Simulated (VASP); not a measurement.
Here is a VASP 6.6.1 calculation.

INCAR

```
ALGO     = Normal         # electronic algorithm
EDIFF    = 1E-6           # SCF threshold, eV
ENCUT    = 500            # plane-wave cutoff, eV
GGA      = PE             # functional
GGA_COMPAT= False        
ISIF     = 2              # what is computed and relaxed
ISMEAR   = 0              # smearing method
LASPH    = True           # aspherical terms in the spheres
LCHARG   = False          # write CHGCAR
LMAXMIX  = 6              # l up to which the mixer works
LREAL    = False          # projectors in reciprocal space
LWAVE    = False          # write WAVECAR
NBANDS   = 38             # bands
NELM     = 200            # most SCF steps
PREC     = Accurate       # precision mode
SIGMA    = 0.2            # smearing width, eV
```

Contents of KPOINTS:

```
k-points
0
Gamma
  4 4 4
```

The input POSCAR:

```
SmTa3Cl2
1.0
   -2.5119469931      2.5119469931      5.6223562004
    2.5119469931     -2.5119469931      5.6223562004
    2.5119469931      2.5119469931     -5.6223562004
Sm Ta Cl
1 3 2
Direct
    0.0000000000      0.0000000000      0.0000000000
    0.5000000000      0.5000000000      0.0000000000
    0.8672144461      0.3672144461      0.5000000000
    0.6327855539      0.1327855539      0.5000000000
    0.7315319493      0.7315319493      0.0000000000
    0.2684680507      0.2684680507      0.0000000000
```

Potentials or basis: VASP PAW PBE potentials, release 64 (Sm_3, Ta_pv, Cl), 4f in core.

The run is started by

```sh
$ cat potpaw_PBE.64/Sm_3/POTCAR potpaw_PBE.64/Ta_pv/POTCAR potpaw_PBE.64/Cl/POTCAR > POTCAR
$ mpirun -np 1 vasp_std > vasp.out
```

Question: Estimate the pressure.

Answer: 0.4 GPa.

Question: Predict the largest force.

Answer: 0.047 eV/Å.

Stress tensor (GPa, compression positive):
```
0.20 0.00 0.00
0.00 0.20 0.00
0.00 0.00 0.82
```

Caveat: spin-orbit coupling is left out, which moves the levels of the heavy elements; the 4f electrons are frozen in the core, so they carry no moment and show no levels; the run has no spin polarisation, though such a crystal can be magnetic. Spin polarisation is off, so any magnetic state and its effect on volume and gap are missing.
